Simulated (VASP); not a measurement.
Wanted: the native input for a VASP 6.6.1 run.

- Task: single point
- Functional: PBE
- Potentials or basis: VASP PAW PBE potentials, release 64 (Au)
- Cutoff: 520 eV
- k mesh: 2 × 2 × 1
- Occupations: fermi-dirac, width 0.15 eV
- Spin: no spin polarisation
- Dipole correction: no
- Further INCAR settings: LREAL = Auto; ALGO = Normal; EDIFF = 1e-06; NBANDS = 102

The structure of Au lies in POSCAR:

```
Au
1.0
    8.1600000000      0.0000000000      0.0000000000
    0.0000000000      5.7699910000      0.0000000000
    0.0000000000      0.0000000000     15.3274940000
Au
16
Direct
    0.2500000000      0.2500003899      0.0652422373
    0.7500000000      0.2500003899      0.0652422373
    0.2500000000      0.7500011698      0.0652422373
    0.7500000000      0.7500011698      0.0652422373
   -0.0124509804     -0.0264645127      0.1373871032
    0.4674387255     -0.0000866552      0.1743337822
   -0.0020588235      0.4693768153      0.1613962465
    0.5095465686      0.5203127700      0.1518839283
    0.2266789216      0.2439171916      0.2846714538
    0.7444362745      0.2706590010      0.2587833341
    0.2313480392      0.7481294165      0.2688175901
    0.7932965686      0.7631207744      0.2534138979
   -0.0268014706      0.0056672532      0.3769565984
    0.5089583333      0.0098267051      0.3500637482
   -0.0037009804      0.4983196681      0.3623553857
    0.5093382353      0.5378864542      0.3335248410
```

These files were run (other wordings do the same):

INCAR

```
SYSTEM = Au
PREC = Accurate
ENCUT = 520
EDIFF = 1E-6
ISMEAR = -1
SIGMA = 0.15
LREAL = Auto
LASPH = .TRUE.
NELM = 100
ALGO = Normal
ISIF = 2
LWAVE = .FALSE.
LCHARG = .FALSE.
GGA = PE
NBANDS = 102
```

KPOINTS

```
Automatic mesh
0
G
  2 2 1
  0 0 0
```

Potentials or basis: VASP PAW PBE potentials, release 64 (Au).

The run is started by

```console
$ cat potpaw_PBE.64/Au/POTCAR > POTCAR
$ mpirun -np 1 vasp_std > vasp.out
```

It gave:

```json
{"Largest force": "1.892 eV/Å"}
```

Caveat: the k points lie up to 0.54 Å⁻¹ apart; there is no dipole correction, which matters where the two faces differ.

Run time: 7.9 min on 1 thread of Intel(R) Xeon(R) Platinum 8259CL CPU @ 2.50GHz (Skylake/Cascade Lake), on a shared host, peak memory 0.77 GiB.
